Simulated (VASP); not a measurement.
A run of VASP 6.6.1 is set up as follows.

INCAR

```
ALGO = Normal
EDIFF = 1E-7
ENCUT = 520
GGA = PS
ISIF = 2
ISMEAR = -1
LASPH = True
LCHARG = False
LREAL = False
LWAVE = False
NBANDS = 14
NELM = 100
PREC = Accurate
SIGMA = 0.1
```

The input KPOINTS:

```
k-points
0
Gamma
  8 8 8
```

Contents of POSCAR:

```
HfH3
1.0
    3.0845540000      0.0000000000      0.0000000000
    0.0000000000      3.0845540000      0.0000000000
    0.0000000000      0.0000000000      3.0845540000
Hf H
1 3
Direct
    0.0000000000      0.0000000000      0.0000000000
    0.0000000000      0.5000000000      0.5000000000
    0.5000000000      0.0000000000      0.5000000000
    0.5000000000      0.5000000000      0.0000000000
```

Potentials or basis: VASP PAW PBE potentials, release 64 (Hf_pv, H).

Run with:

```sh
$ cat potpaw_PBE.64/Hf_pv/POTCAR potpaw_PBE.64/H/POTCAR > POTCAR
$ mpirun -np 1 vasp_std > vasp.out
```

Q: What does it give for the band gap on the k mesh?

A: Zero (an odd number of electrons rules out a gap without spin polarisation).

Q: Estimate the pressure.

A: -4.8 GPa.

Caveat: the cell stands under tension; the PAW data sets were made with another functional, which shifts forces and pressure a little; spin-orbit coupling is left out, which moves the levels of the heavy elements.
